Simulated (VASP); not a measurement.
The system is MoS2.

```
Mo S
1.0
     3.21686    0.00000    0.00000
    -1.60843    2.78588    0.00000
     0.00000    0.00000    6.94024
Mo S
1 2
Cartesian
  0.0000 0.0000 0.0000
  0.0000 1.8573 1.5926
  1.6084 0.9286 5.3477
```

- Program: VASP 6.6.1
- Task: relaxation of shape and atoms at fixed volume
- Functional: PBE
- Potentials or basis: VASP PAW PBE potentials, release 64 (Mo_sv, S)
- Cutoff: 600 eV
- k mesh: 12 × 12 × 6
- Occupations: gaussian, width 0.05 eV
- Spin: collinear spin
- Starting moments: [0.05, 0.0, 0.0] μB

At the start: pressure -2.5 GPa; volume 20.73 Å³/atom.

Question: Where does the relaxation end?

Answer: Over 5 steps the energy falls by 3.1 meV/atom; space group P-3m1 (No. 164, to 0.1 Å) before and after; moment 0.00 μB per cell.

Step by step:
```
step  energy change (eV)  largest force (eV/Å)  pressure (GPa)  volume (Å³)
   1              0.0000                0.3031           -2.45        62.20
   2             -0.0056                0.0853           -1.29        62.20
   3             -0.0060                0.0142           -0.91        62.20
   4             -0.0074                0.0094           -0.71        62.20
   5             -0.0092                0.0063           -0.09        62.20
```

Final structure:
```yaml
crystal:
  lattice:
    - [3.19251, 0.00000, 0.00000]
    - [-1.59625, 2.76479, 0.00000]
    - [0.00000, 0.00000, 7.04650]
  atoms:
    - { symbol: Mo, position: [0.00000, 0.00000, 0.00000] }
    - { symbol: S, position: [0.33333, 0.66667, 0.22473] }
    - { symbol: S, position: [0.66667, 0.33333, 0.77527] }
```

Caveat: this functional lacks dispersion, which binds the layers, so the pressure and a relaxed spacing across them are unreliable.
